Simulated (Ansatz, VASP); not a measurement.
BN in VASP and in Ansatz

File INCAR:

```
PREC = Accurate ; ENCUT = 600
EDIFF = 1E-6 ; ISMEAR = 0
SIGMA = 0.05 ; LREAL = False
LASPH = True ; NELM = 120
ALGO = Normal ; ISIF = 2
LWAVE = False ; LCHARG = False
GGA = PE ; IVDW = 12
NBANDS = 11 ; GGA_COMPAT = False
```

Contents of KPOINTS:

```
regular mesh
0
Gamma
  12 12 12
```

The input POSCAR:

```
BN
1.0
    1.2027024292      0.6943805712      3.2955578494
   -1.2027024292      0.6943805712      3.2955578494
    0.0000000000     -1.3887611425      3.2955578494
B N
1 1
Direct
    0.9947185001      0.9947185001      0.9947185001
    0.3365786723      0.3365786723      0.3365786723
```

Input for Ansatz:

```yaml
crystal:
  lattice:
    - [1.2027024292, 0.6943805712, 3.2955578494]
    - [-1.2027024292, 0.6943805712, 3.2955578494]
    - [0.0, -1.3887611425, 3.2955578494]
  atoms:
    - { symbol: B, position: [0.9947185001, 0.9947185001, 0.9947185001] }
    - { symbol: "N", position: [0.3365786723, 0.3365786723, 0.3365786723] }
basis:
  ecutwfc: 520.0
kpoints:
  mp_grid: { grid: [12, 12, 12] }
hamiltonian:
  xc: pbe
  pseudopotentials: { kind: paw, azcp: { folder: soft_1 } }
  dispersion: d3bj
scf:
  occupations: { method: gaussian, width: 0.05 }
output:
  forces: true
  stress: true
  eigenvalues: true
  write_density: true
  write_potential: true
  elf: true
  volumetric_format: npy
```

Change from the starting cell: mode 4 frozen in at -0.049 Å, equal normal strain along x and y -0.0400.

Alike in both runs: task single point; functional PBE; dispersion D3(BJ); k mesh 12 × 12 × 12; occupations gaussian, width 0.05 eV; no spin polarisation.

|  | VASP | Ansatz |
| --- | --- | --- |
| version | VASP 6.6.1 | Ansatz 0.2.0 |
| potentials or method | VASP PAW PBE potentials, release 64 (B, N), cutoff 600 eV | scalar-relativistic, plane waves, PAW |
| valence electrons in the cell | 8 | 8 |

```tsv
	VASP	Ansatz	Ansatz less VASP
gap on the k mesh at the Fermi level (eV)	4.27	4.27	+0.006
least direct gap on the mesh (eV)	4.94	4.94	-0.001
pressure (GPa)	34.9	34.8	-0.11
traceless stress, the component that is largest in VASP (GPa)	-36.23	-35.85	+0.375
rms of the force components (eV/Å)	0.577	0.575	-0.0021
```

Atom by atom the forces differ by 0.002 eV/Å (rms over components). Both programs put the cell under a high pressure, so it lies far from rest at this level.
